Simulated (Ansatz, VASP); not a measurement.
# Two plane-wave programs on KF

POSCAR

```
KF
1.0
    0.0000000000      2.6589605554      2.6589605554
    2.6589605554      0.0000000000      2.6589605554
    2.6589605554      2.6589605554      0.0000000000
K F
1 1
Direct
    0.0000000000      0.0000000000      0.0000000000
    0.5000000000      0.5000000000      0.5000000000
```

Contents of INCAR.step1:

```
SYSTEM = KF
ALGO = Normal
EDIFF = 1E-4
ENCUT = 520
GGA = PE
ISMEAR = 0
LASPH = .True.
LCHARG = .False.
LREAL = .False.
LWAVE = .True.
NBANDS = 15
NELM = 80
PREC = Accurate
SIGMA = 0.01
```

INCAR.step2

```
SYSTEM = KF
ALGO = Normal
EDIFF = 1E-6
ENCUT = 520
ISIF = 2
ISMEAR = 0
ISTART = 1
LASPH = .True.
LCHARG = .False.
LMIXTAU = .True.
LREAL = .False.
LWAVE = .False.
METAGGA = R2SCAN
NBANDS = 15
NELM = 80
PREC = Accurate
SIGMA = 0.01
```

Contents of KPOINTS:

```
k-points
0
Gamma
  8 8 8
  0 0 0
```

Input for Ansatz:

```yaml
crystal:
  lattice:
    - [0.0, 2.6589605554, 2.6589605554]
    - [2.6589605554, 0.0, 2.6589605554]
    - [2.6589605554, 2.6589605554, 0.0]
  atoms:
    - { symbol: K, position: [0.0, 0.0, 0.0] }
    - { symbol: F, position: [0.5, 0.5, 0.5] }
kpoints:
  mp_grid: { grid: [8, 8, 8] }
  band_path:
    path:
      - [0.0, 0.0, 0.0]
      - [0.5, 0.0, 0.5]
      - [0.625, 0.25, 0.625]
      - [0.375, 0.375, 0.75]
      - [0.5, 0.5, 0.5]
      - [0.5, 0.25, 0.75]
    npoints: 1
hamiltonian:
  xc: r2scan
scf:
  occupations: { method: fixed }
  n_extra_bands: 4
output:
  forces: true
  stress: true
  eigenvalues: true
```

Alike in both runs: task single point; functional r2SCAN; k mesh 8 × 8 × 8; no spin polarisation.

```csv
,VASP,Ansatz
version,VASP 6.6.1,Ansatz 0.2.0
potentials or method,"VASP PAW PBE potentials, release 64 (K_sv, F)","plane waves, PAW"
plane-wave cutoff (eV),520,500
occupations,"gaussian, width 0.01 eV",fixed
valence electrons in the cell,16,16
```

```tsv
	VASP	Ansatz	Ansatz less VASP
gap on the k mesh at the Fermi level (eV)	6.91	6.91	+0.001
pressure (GPa)	0.0	0.0	+0.04
```

VASP's potentials were made for PBE, not for r2SCAN.
